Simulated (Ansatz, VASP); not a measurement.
# Ge: VASP beside Ansatz

```
Ge
1.0
    -0.08642    2.88053    2.79412
     2.88053   -0.08642    2.79412
     2.79412    2.79412    0.00000
Ge
2
Direct
  0.50000 0.50000 0.50000
  0.75000 0.75000 0.75000
```

Change from the starting cell: engineering shear strain xy -0.0600, normal strain along z -0.0300.

Alike in both runs: task single point; functional PBE; k mesh 14 × 14 × 14; occupations gaussian, width 0.15 eV; no spin polarisation.

```csv
,VASP,Ansatz
version,VASP 6.6.1,Ansatz 0.2.0
potentials or method,"VASP PAW PBE potentials, release 64 (Ge_d), cutoff 520 eV","scalar-relativistic, plane waves, PAW"
valence electrons in the cell,28,28
```

```csv
,VASP,Ansatz,Ansatz less VASP
gap on the k mesh at the Fermi level (eV),none,none,-
pressure (GPa),2.3,2.3,+0.05
"traceless stress, the component that is largest in VASP (GPa)",4.72,4.73,+0.008
rms of the force components (eV/Å),0.298,0.299,+0.0017
```

Atom by atom the forces differ by 0.002 eV/Å (rms over components). A gap of «none» marks a metal or a gap that the smearing closes. The functional is the same, so the differences come from potentials, cutoffs and numerics.
